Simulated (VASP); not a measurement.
A run of VASP 6.6.1:

INCAR

```
PREC = Accurate
ENCUT = 500
EDIFF = 1E-7
ISMEAR = 0
SIGMA = 0.1
LREAL = F
LASPH = T
NELM = 120
ALGO = Normal
ISIF = 3
LWAVE = F
LCHARG = F
GGA = PE
IVDW = 12
IBRION = 2
NSW = 100
EDIFFG = -0.002
PSTRESS = 109.0
GGA_COMPAT = F
NELMIN = 4
```

File KPOINTS:

```
regular mesh
0
Gamma
  16 16 16
```

POSCAR

```
Sn
1.0
   -2.9196440750      2.9196440750      1.5938000000
    2.9196440750     -2.9196440750      1.5938000000
    2.9196440750      2.9196440750     -1.5938000000
Sn
2
Direct
    0.0000000000      0.0000000000      0.0000000000
    0.7500000000      0.2500000000      0.5000000000
```

Potentials or basis: VASP PAW PBE potentials, release 64 (Sn_d).

Run with:

```sh
$ cat potpaw_PBE.64/Sn_d/POTCAR > POTCAR
$ mpirun -np 1 vasp_std > vasp.out
```

Hardware: 1 thread of Intel(R) Xeon(R) 6975P-C (Granite Rapids), on a shared host.

How long does it take, and how much memory?

It took 21 min on 1 thread of Intel(R) Xeon(R) 6975P-C (Granite Rapids) (shared host), peak memory 0.4 GiB. Counts: scf iterations 77, k points 349, ion steps 9.
